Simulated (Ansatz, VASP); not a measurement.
Cd2S in VASP and in Ansatz

Contents of INCAR:

```
SYSTEM = Cd2S
ALGO     = Normal         ! electronic algorithm
EDIFF    = 1E-7           ! SCF threshold, eV
EDIFFG   = -0.01          ! ionic threshold
ENCUT    = 600            ! plane-wave cutoff, eV
GGA      = PE             ! functional
IBRION   = 2              ! ionic algorithm
ISIF     = 3              ! what is computed and relaxed
ISMEAR   = 0              ! smearing method
LASPH    = .TRUE.         ! aspherical terms in the spheres
LCHARG   = .FALSE.        ! write CHGCAR
LREAL    = .FALSE.        ! projectors in reciprocal space
LWAVE    = .FALSE.        ! write WAVECAR
NELM     = 100            ! most SCF steps
NSW      = 100            ! ionic steps
PREC     = Accurate       ! precision mode
SIGMA    = 0.1            ! smearing width, eV
```

KPOINTS

```
k-points
0
G
  8 8 4
  0 0 0
```

The input POSCAR:

```
Cd2S
1.0
    3.9474365637      0.0000000000      0.0000000000
    0.0000000000      3.9474365637      0.0000000000
    0.0000000000      0.0000000000      8.8746476209
Cd S
4 2
Direct
    0.0000000000      0.5000000000      0.6366769819
    0.5000000000      0.0000000000      0.3633230181
    0.0000000000      0.0000000000      0.0000000000
    0.5000000000      0.5000000000      0.0000000000
    0.0000000000      0.5000000000      0.3343527053
    0.5000000000      0.0000000000      0.6656472947
```

Input for Ansatz:

```yaml
crystal:
  lattice:
    - [3.9474365637, 0.0, 0.0]
    - [0.0, 3.9474365637, 0.0]
    - [0.0, 0.0, 8.8746476209]
  atoms:
    - { symbol: Cd, position: [0.0, 0.5, 0.6366769819] }
    - { symbol: Cd, position: [0.5, 0.0, 0.3633230181] }
    - { symbol: Cd, position: [0.0, 0.0, 0.0] }
    - { symbol: Cd, position: [0.5, 0.5, 0.0] }
    - { symbol: S, position: [0.0, 0.5, 0.3343527053] }
    - { symbol: S, position: [0.5, 0.0, 0.6656472947] }
basis:
  ecutwfc: 420
kpoints:
  mp_grid: { grid: [8, 8, 4] }
hamiltonian:
  xc: pbe
scf:
  occupations: { method: gaussian, width: 0.1 }
output:
  forces: true
  stress: true
  eigenvalues: true
relax:
  adjacent_minimum: "off"
  f_tol: 0.01
  max_steps: 80
  cell: { stress_tol: 0.05 }
```

Change from the starting cell: species swapped into the NdTe2 type (P4/nmm, No. 129).

Alike in both runs: task relaxation of cell and atoms; functional PBE; k mesh 8 × 8 × 4; occupations gaussian, width 0.1 eV; no spin polarisation.

```csv
,VASP,Ansatz
version,VASP 6.6.1,Ansatz 0.2.0
potentials or method,"VASP PAW PBE potentials, release 64 (Cd, S), cutoff 600 eV","scalar-relativistic, plane waves, PAW"
valence electrons in the cell,60,92
```

|  | VASP | Ansatz | Ansatz less VASP |
| --- | --- | --- | --- |
| gap on the k mesh at the Fermi level, each at its own relaxed structure (eV) | none | none | - |
| relaxed volume (Å³/atom) | 23.46 | 23.35 | -0.110 |
| relaxed cell length with the largest relative difference (Å) | 9.019 | 9.002 | -0.0174 |

A gap of «none» marks a metal or a gap that the smearing closes. VASP's potentials hold 60 valence electrons a cell and Ansatz's 92, so a difference there can come from the potentials and not from the codes.
